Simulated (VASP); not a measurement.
SnSe2, 3 atoms in the cell. It takes space group R-3m (No. 166, trigonal). The conventional cell has a = 3.825 Å, b = 3.825 Å, c = 19.005 Å, α = 90.00°, β = 90.00°, γ = 120.00°. Within 3.6 Å of Sn (site symmetry -3m) lie 6 Se at 2.71 Å. Se (site symmetry 3m) has 3 Sn at 2.71 Å within 3.6 Å. 

* Program: VASP 6.6.1
* Task: single point
* Functional: PBE
* Potentials or basis: VASP PAW PBE potentials, release 64 (Sn_d, Se)
* Cutoff: 500 eV
* k mesh: 4 × 4 × 4
* Occupations: gaussian, width 0.01 eV
* Spin: no spin polarisation
* Dipole correction: no
* Further INCAR settings: ALGO = Normal; EDIFF = 1e-06; NBANDS = 20

Potentials or basis: VASP PAW PBE potentials, release 64 (Sn_d, Se).

Run with:

```bash
$ cat potpaw_PBE.64/Sn_d/POTCAR potpaw_PBE.64/Se/POTCAR > POTCAR
$ mpirun -np 1 vasp_std > vasp.out
```

Hardware: 1 thread of AMD EPYC 7R43 64-Core Processor (Zen 3), with other jobs on the host.

Task: Estimate the wall time of this run.

Result: Run time: 2 min on 1 thread of AMD EPYC 7R43 64-Core Processor (Zen 3), with other jobs on the host, peak memory 0.29 GiB. Counts: scf iterations 12, k points 13.
